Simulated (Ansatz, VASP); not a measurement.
# Two plane-wave programs on In2S

```
In S
1.0
     4.14952    0.00000    0.00000
    -2.07476    3.59359    0.00000
     0.00000    0.00000    5.39396
In S
2 1
Direct
  0.33333 0.66667 0.29604
  0.66667 0.33333 0.70396
  0.00000 0.00000 0.00000
```

Change from the starting cell: species swapped into the CaSi2 type (P-3m1, No. 164).

Alike in both runs: functional PBE; k mesh 6 × 6 × 4; occupations gaussian, width 0.1 eV; no spin polarisation.

Ansatz relaxed the structure, and its values are those at the end. VASP's run is a single point on that final structure, the one shown.

|  | VASP | Ansatz |
| --- | --- | --- |
| version | VASP 6.6.1 | Ansatz 0.2.0 |
| potentials or method | VASP PAW PBE potentials, release 64 (In_d, S), cutoff 520 eV | scalar-relativistic, plane waves, PAW |
| valence electrons in the cell | 32 | 32 |

|  | VASP | Ansatz | Ansatz less VASP |
| --- | --- | --- | --- |
| gap on the k mesh at the Fermi level (eV) | none | none | - |
| pressure (GPa) | 0.1 | 0.1 | +0.03 |
| rms of the force components (eV/Å) | 0.004 | 0.005 | +0.0013 |

A gap of «none» marks a metal or a gap that the smearing closes.
